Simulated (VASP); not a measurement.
# Ti (P6_3/mmc) in VASP: notebook

Runs on Ti. Level: PBE. Tasks: single point.

Program: VASP 6.6.1. These are calculated values, not measurements. Logs are shortened: lines on timing, memory, paths and dates and some standing lists are left out, and cuts for length are marked.

## (1) The cell of the first run

Symmetry: P6_3/mmc, No. 194, hexagonal system. The conventional cell has a = 2.950 Å, b = 2.950 Å, c = 4.680 Å, α = 90.00°, β = 90.00°, γ = 120.00°. Ti (site symmetry -6m2) has 12 Ti at 2.89 to 2.95 Å within 3.8 Å.

## (2) Single point, PBE

INCAR reads:

```
SYSTEM = Ti
PREC = Accurate
ENCUT = 520
EDIFF = 1E-6
ISMEAR = 0
SIGMA = 0.1
LREAL = .False.
LASPH = .True.
NELM = 60
ALGO = Fast
ISIF = 2
LWAVE = .False.
LCHARG = .True.
GGA = PE
LELF = .True.
LVHAR = .True.
NBANDS = 19
```

KPOINTS reads:

```
Automatic mesh
0
Gamma
  18 18 10
  0 0 0
```

POSCAR reads:

```
Ti
1.0
    2.9500000000      0.0000000000      0.0000000000
   -1.4750000000      2.5547749412      0.0000000000
    0.0000000000      0.0000000000      4.6800000000
Ti
2
Direct
    0.3333333333      0.6666666667      0.2500000000
    0.6666666667      0.3333333333      0.7500000000
```

Potentials or basis: VASP PAW PBE potentials, release 64 (Ti_sv).

Started as:

```sh
> cat potpaw_PBE.64/Ti_sv/POTCAR > POTCAR
> mpirun -np 1 vasp_std > vasp.out
```

OUTCAR:

```text
SYSTEM = Ti
   PREC = Accurate
   ENCUT = 520
   EDIFF = 1E-6
   ISMEAR = 0
   LREAL = .False.
   LASPH = .True.
   NELM = 60
   ISIF = 2
   GGA = PE

 ion  position               nearest neighbor table
   1  0.333  0.667  0.250-   2 2.89   2 2.89   2 2.89   2 2.89   2 2.89   2 2.89
   2  0.667  0.333  0.750-   1 2.89   1 2.89   1 2.89   1 2.89   1 2.89   1 2.89

  LATTYP: Found a hexagonal cell.
 ALAT       =     2.9500000000
 C/A-ratio  =     1.5864406780

  Lattice vectors:

 A1 = (   2.9500000000,   0.0000000000,   0.0000000000)
 A2 = (  -1.4750000000,   2.5547749412,   0.0000000000)
 A3 = (   0.0000000000,   0.0000000000,   4.6800000000)

Analysis of symmetry for initial positions (statically):
=====================================================================
 Subroutine PRICEL returns:
 Original cell was already a primitive cell.

 Routine SETGRP: Setting up the symmetry group for a
 hexagonal supercell.

 Subroutine GETGRP returns: Found 24 space group operations
 (whereof 12 operations were pure point group operations)
 out of a pool of 24 trial point group operations.

The static configuration has the point symmetry D_3d.
 The point group associated with its full space group is D_6h.

Analysis of symmetry for dynamics (positions and initial velocities):
=====================================================================
 Subroutine PRICEL returns:
 Original cell was already a primitive cell.

 Routine SETGRP: Setting up the symmetry group for a
 hexagonal supercell.

 Subroutine GETGRP returns: Found 24 space group operations
 (whereof 12 operations were pure point group operations)
 out of a pool of 24 trial point group operations.

The dynamic configuration has the point symmetry D_3d.
 The point group associated with its full space group is D_6h.

 Subroutine INISYM returns: Found 24 space group operations
 (whereof 12 operations are pure point group operations),
 and found     1 'primitive' translations

----------------------------------------------------------------------------------------

                                     Primitive cell

  volume of cell :      35.2712

  direct lattice vectors                    reciprocal lattice vectors
     2.950000000  0.000000000  0.000000000     0.338983051  0.195711956  0.000000000
    -1.475000000  2.554774941  0.000000000     0.000000000  0.391423911  0.000000000
     0.000000000  0.000000000  4.680000000     0.000000000  0.000000000  0.213675214

  length of vectors
     2.950000000  2.950000000  4.680000000     0.391423911  0.391423911  0.213675214

  position of ions in fractional coordinates (direct lattice)
     0.333333333  0.666666667  0.250000000
     0.666666667  0.333333333  0.750000000

  ion indices of the primitive-cell ions
   primitive index   ion index
                 1           1
                 2           2

----------------------------------------------------------------------------------------

 KPOINTS: Automatic mesh

Automatic generation of k-mesh.
 Grid dimensions read from file:
 generate k-points for:   18   18   10

 Generating k-lattice:

  Cartesian coordinates                     Fractional coordinates (reciprocal lattice)
     0.018832392  0.010872886  0.000000000     0.055555556 -0.000000000  0.000000000
     0.000000000  0.021745773  0.000000000     0.000000000  0.055555556  0.000000000
     0.000000000  0.000000000  0.021367521     0.000000000  0.000000000  0.100000000

  Length of vectors
     0.021745773  0.021745773  0.021367521

  Shift w.r.t. Gamma in fractional coordinates (k-lattice)
     0.000000000  0.000000000  0.000000000

 Subroutine IBZKPT returns following result:
 ===========================================

 Found    222 irreducible k-points:

 Following reciprocal coordinates:
            Coordinates               Weight
  0.000000  0.000000  0.000000      1.000000
  0.055556  0.000000  0.000000      6.000000
  0.111111  0.000000  0.000000      6.000000
  0.166667  0.000000  0.000000      6.000000
  0.222222  0.000000  0.000000      6.000000
  0.277778  0.000000  0.000000      6.000000
[... 16 lines left out ...]
  0.333333  0.111111  0.000000     12.000000
  0.388889  0.111111  0.000000     12.000000
 [... further k-points ...]
   k-points           NKPTS =    222   k-points in BZ     NKDIM =    222   number of bands    NBANDS=     19
   number of dos      NEDOS =    301   number of ions     NIONS =      2
   total plane-waves  NPLWV =  20736
   dimension x,y,z NGX =    24 NGY =   24 NGZ =   36
   dimension x,y,z NGXF=    48 NGYF=   48 NGZF=   72
   ions per type =               2
   NGX,Y,Z   is equivalent  to a cutoff of  13.53, 13.53, 12.79 a.u.
   NGXF,Y,Z  is equivalent  to a cutoff of  27.05, 27.05, 25.58 a.u.
 SYSTEM =  Ti
   PREC   = accura    normal or accurate (medium, high low for compatibility)
   ISTART =      0    job   : 0-new  1-cont  2-samecut
   ICHARG =      2    charge: 1-file 2-atom 10-const
   ISPIN  =      1    spin polarized calculation?
   LNONCOLLINEAR =      F non collinear calculations
   LSORBIT =      F    spin-orbit coupling
   LASPH  =      T    aspherical Exc in radial PAW
   ENCUT  =  520.0 eV  38.22 Ry    6.18 a.u.   5.49  5.49  8.70*2*pi/ulx,y,z
   NELM   =     60;   NELMIN=  2; NELMDL= -5     # of ELM steps
   EDIFF  = 0.1E-05   stopping-criterion for ELM
   LREAL  =      F    real-space projection
   EDIFFG = 0.1E-04   stopping-criterion for IOM
   NSW    =      0    number of steps for IOM
   IBRION =     -1    ionic relax: 0-MD 1-quasi-New 2-CG
   NFREE  =      0    steps in history (QN), initial steepest desc. (CG)
   ISIF   =      2    stress and relaxation
   ISYM   =      2    0-nonsym 1-usesym 2-fastsym
   POTIM  = 0.5000    time-step for ionic-motion
   TEBEG  =    0.0;   TEEND  =   0.0 temperature during run
   PSTRESS=    0.0 pullay stress
   NELECT =      24.0000    total number of electrons
   NUPDOWN=      -1.0000    fix difference up-down
   EMIN   =  10.00;   EMAX   =-10.00  energy-range for DOS
   EFERMI =   0.00;   METHOD = LEGACY
   ISMEAR =     0;   SIGMA  =   0.10  broadening in eV -4-tet -1-fermi 0-gaus
   EFERMI_NEDOS =   21; number of points for ismear=-14 and -15
   IALGO  =     68    algorithm
   IMIX   =      4    mixing-type and parameters
     AMIX     =   0.40;   BMIX     =  1.00
     AMIX_MAG =   1.60;   BMIX_MAG =  1.00
  volume/ion in A,a.u.               =      17.64       119.01
  Fermi-wavevector in a.u.,A,eV,Ry     =   1.439920  2.721055 28.209912  2.073370
  Thomas-Fermi vector in A             =   2.558722
   LORBIT       =      0    0 simple, 1 ext, 2 COOP (PROOUT), +10 PAW based schemes
   GGA     = PE    functional components
   LHFCALC =     F    Hartree Fock is set to
   AEXX    =    0.0000 exact exchange contribution
   IVDW    =     0    specifies the selected vdW correction
   LEPSILON=     F    determine dielectric tensor
   LRPA    =     F    only Hartree local field effects (RPA)
 non-spin polarized calculation
 RMM-DIIS sequential band-by-band and
 Gauss-broadening in eV      SIGMA  =   0.10
  energy-cutoff  :      520.00
  volume of cell :       35.27
 maximum number of plane-waves:       976
 NGX is ok and might be reduce to    24
   NGX = 11   NGY = 11   NGZ = 17

 number of electron      24.0000002 magnetization

 Free energy of the ion-electron system (eV)
  ---------------------------------------------------
  ext. energy  EPLUGINS =         0.00000000
  ---------------------------------------------------
  free energy    TOTEN  =       -15.67417384 eV

  energy without entropy =      -15.66454348  energy(sigma->0) =      -15.66935866

 E-fermi :   8.1854     XC(G=0): -11.4259

 val. band max:        8.1796972933   @ k =   0.3333   0.1667   0.4000
 cond. band min:       8.1855308131   @ k =   0.1667   0.0000   0.1000
 fundamental gap:      0.0058335198
 Fermi energy:         8.1853597602

 k-point     1 :       0.0000    0.0000    0.0000
  band No.  band energies     occupation
      1     -48.7111      2.00000
      2     -48.5835      2.00000
      3     -25.2816      2.00000
      4     -24.6669      2.00000
      5     -24.6669      2.00000
      6     -24.6103      2.00000
[... 11 lines left out ...]
     18       9.7787      0.00000
     19      11.2676      0.00000

 k-point     2 :       0.0556    0.0000    0.0000
  band No.  band energies     occupation
      1     -48.7083      2.00000
      2     -48.5823      2.00000
      3     -25.2752      2.00000
      4     -24.6802      2.00000
      5     -24.6713      2.00000
      6     -24.6131      2.00000
[... 11 lines left out ...]
     18       9.7305      0.00000
     19      11.2947      0.00000

 k-point     3 :       0.1111    0.0000    0.0000
  band No.  band energies     occupation
      1     -48.6999      2.00000
      2     -48.5791      2.00000
      3     -25.2562      2.00000
      4     -24.7187      2.00000
      5     -24.6840      2.00000
      6     -24.6252      2.00000
[... 11 lines left out ...]
     18       9.6377      0.00000
     19      11.3585      0.00000

 k-point     4 :       0.1667    0.0000    0.0000
  band No.  band energies     occupation
      1     -48.6869      2.00000
      2     -48.5743      2.00000
      3     -25.2259      2.00000
      4     -24.7780      2.00000
      5     -24.7029      2.00000
      6     -24.6851      2.00000
[... 11 lines left out ...]
     18       9.8868      0.00000
     19      11.4380      0.00000

 k-point     5 :       0.2222    0.0000    0.0000
  band No.  band energies     occupation
      1     -48.6704      2.00000
      2     -48.5689      2.00000
      3     -25.1864      2.00000
      4     -24.8513      2.00000
      5     -24.7568      2.00000
      6     -24.7255      2.00000
[... 11 lines left out ...]
     18      10.2088      0.00000
     19      11.5131      0.00000
[... 334 lines left out ...]
      2     -48.5626      2.00000
      3     -25.1251      2.00000
      4     -24.9267      2.00000
      5     -24.8691      2.00000
      6     -24.7460      2.00000
[... 11 lines left out ...]
     18      10.9054      0.00000
     19      11.5239      0.00000

 k-point    22 :       0.2778    0.1111    0.0000
  band No.  band energies     occupation
      1     -48.6285      2.00000
      2     -48.5595      2.00000
      3     -25.0769      2.00000
      4     -24.9957      2.00000
      5     -24.9160      2.00000
      6     -24.7798      2.00000
[... 11 lines left out ...]
     18      11.3622      0.00000
     19      11.5534      0.00000

 k-point    23 :       0.3333    0.1111    0.0000
  band No.  band energies     occupation
      1     -48.6127      2.00000
      2     -48.5585      2.00000
      3     -25.0522      2.00000
      4     -25.0301      2.00000
      5     -24.9537      2.00000
      6     -24.8072      2.00000
[... 11 lines left out ...]
     18      11.5730      0.00000
     19      11.8344      0.00000

 k-point    24 :       0.3889    0.1111    0.0000
  band No.  band energies     occupation
      1     -48.6010      2.00000
      2     -48.5592      2.00000
      3     -25.0890      2.00000
      4     -24.9923      2.00000
      5     -24.9783      2.00000
      6     -24.8249      2.00000
[... 11 lines left out ...]
     18      11.5838      0.00000
     19      12.3120      0.00000

 [... further k-points ...]
[... 5 lines left out ...]
  --------------------------------------------------------------------------------------
  -------------------------------------------------------------------------------------
  Total       -0.4391494     -0.4391494     -0.5174162      0.0000000      0.0000000      0.0000000
  in kB      -19.9481388    -19.9481388    -23.5033670      0.0000000      0.0000000      0.0000000
  external PRESSURE =     -21.1332149 kB  Pullay stress =       0.0000000 kB

 VOLUME and BASIS-vectors are now :
 -----------------------------------------------------------------------------
  energy-cutoff  :      520.00
  volume of cell :       35.27
      direct lattice vectors                 reciprocal lattice vectors
     2.950000000  0.000000000  0.000000000     0.338983051  0.195711956  0.000000000
    -1.475000000  2.554774941  0.000000000     0.000000000  0.391423911  0.000000000
     0.000000000  0.000000000  4.680000000     0.000000000  0.000000000  0.213675214

 POSITION                                       TOTAL-FORCE (eV/Angst)
 -----------------------------------------------------------------------------------
     -0.00000      1.70318      1.17000        -0.000000      0.000000      0.000000
      1.47500      0.85159      3.51000         0.000000     -0.000000      0.000000
 -----------------------------------------------------------------------------------
    total drift:                               -0.000000      0.000000     -0.000000

  FREE ENERGIE OF THE ION-ELECTRON SYSTEM (eV)
  ---------------------------------------------------
  free  energy   TOTEN  =       -15.6741738365 eV

  energy  without entropy=      -15.6645434776  energy(sigma->0) =      -15.66935866
```

Run time: 5.4 min. Hardware: 1 thread of Intel Xeon Platinum 8488C (Sapphire Rapids), shared host; peak memory 0.24 GiB.

What came out:

- Free energy: -15.6742 eV
- Pressure: -2.1 GPa
- Band gap on the k mesh: zero (bands 12 and 13 overlap by 1.10 eV)

## (3) Single point, PBE (17.91 Å³/atom)

This run uses another cell than the first one, of 17.91 Å³/atom.

INCAR reads:

```
PREC = Accurate
ENCUT = 520
EDIFF = 1E-6
ISMEAR = 0
SIGMA = 0.1
LREAL = False
LASPH = True
NELM = 60
ALGO = Fast
ISIF = 2
LWAVE = False
LCHARG = True
GGA = PE
LELF = True
LVHAR = True
NBANDS = 19
```

KPOINTS reads:

```
regular mesh
0
Gamma
  18 18 10
```

POSCAR reads:

```
Ti
1.0
    2.9676788708      0.0000000000      0.0000000000
   -1.4838394354      2.5700852924      0.0000000000
    0.0000000000      0.0000000000      4.6964740090
Ti
2
Direct
    0.3333333333      0.6666666667      0.2500000000
    0.6666666667      0.3333333333      0.7500000000
```

Potentials or basis: VASP PAW PBE potentials, release 64 (Ti_sv).

Started as:

```sh
> cat potpaw_PBE.64/Ti_sv/POTCAR > POTCAR
> mpirun -np 1 vasp_std > vasp.out
```

Wall time 4.4 min (1 thread of Intel Xeon Platinum 8488C (Sapphire Rapids), shared host); peak memory 0.24 GiB.

The run converged. Its results:

| Quantity | Value |
| --- | --- |
| Free energy | -15.6656 eV |
| Pressure | -3.7 GPa |
| Band gap on the k mesh | zero (bands 12 and 13 overlap by 1.08 eV) |

Stress tensor (GPa, compression positive):
```
-3.62  0.00  0.00
 0.00 -3.62  0.00
 0.00  0.00 -3.73
```

Levels at points of the mesh, in eV from the Fermi level:
```
           k point  band 10  band 11  band 12  band 13  band 14  band 15
(0.00, 0.00, 0.00)    -2.62     0.69     0.75     0.75     0.85     1.22
(0.50, 0.00, 0.00)    -2.08    -1.77    -0.67     0.46     0.59     1.12
(0.00, 0.00, 0.50)    -4.32     0.08     0.08     0.65     0.65     0.65
(0.50, 0.00, 0.50)    -2.47    -0.79    -0.79     1.24     1.24     1.66
```

Caveat: the cell stands under tension.

## (4) Single point, PBE (18.43 Å³/atom)

This run uses another cell than the first one, of 18.43 Å³/atom.

INCAR reads:

```
SYSTEM = Ti
PREC     = Accurate       ! precision mode
ENCUT    = 520            ! plane-wave cutoff, eV
EDIFF    = 1E-7           ! SCF threshold, eV
ISMEAR   = 0              ! smearing method
SIGMA    = 0.1            ! smearing width, eV
LREAL    = .False.        ! projectors in reciprocal space
LASPH    = .True.         ! aspherical terms in the spheres
NELM     = 80             ! most SCF steps
ALGO     = Fast           ! electronic algorithm
ISIF     = 2              ! what is computed and relaxed
LWAVE    = .False.        ! write WAVECAR
LCHARG   = .False.        ! write CHGCAR
GGA      = PE             ! functional
NBANDS   = 19             ! bands
```

KPOINTS reads:

```
Automatic mesh
0
Gamma
  18 18 10
  0 0 0
```

POSCAR reads:

```
Ti
1.0
    2.9978495387      0.0000000000      0.0000000000
   -1.4989247693      2.5962138572      0.0000000000
    0.0000000000      0.0000000000      4.7364691091
Ti
2
Direct
    0.3333333333      0.6666666667      0.2500000000
    0.6666666667      0.3333333333      0.7500000000
```

Started as:

```sh
> cat potpaw_PBE.64/Ti_sv/POTCAR > POTCAR
> mpirun -np 1 vasp_std > vasp.out
```

Wall time 5.2 min (1 thread of Intel Xeon Platinum 8488C (Sapphire Rapids), shared host); peak memory 0.24 GiB.

Results (log left out):

```yaml
Free_energy: -15.6351 eV
Pressure: -6.1 GPa
Band_gap_on_the_k_mesh: zero (bands 12 and 13 overlap by 1.06 eV)
```

Levels at points of the mesh, in eV from the Fermi level:
| k point | band 9 | band 10 | band 11 | band 12 | band 13 | band 14 | band 15 | band 16 |
| --- | --- | --- | --- | --- | --- | --- | --- | --- |
| (0.00, 0.00, 0.00) | -6.07 | -2.55 | 0.64 | 0.73 | 0.73 | 0.84 | 1.19 | 1.19 |
| (0.50, 0.00, 0.00) | -2.28 | -2.00 | -1.70 | -0.70 | 0.45 | 0.58 | 1.09 | 3.07 |
| (0.00, 0.00, 0.50) | -4.29 | -4.29 | 0.08 | 0.08 | 0.63 | 0.63 | 0.63 | 0.63 |
| (0.50, 0.00, 0.50) | -2.40 | -2.40 | -0.75 | -0.75 | 1.17 | 1.17 | 1.60 | 1.60 |

Caveat: the cell stands under tension.

(Part 1 of 2 ends here.)
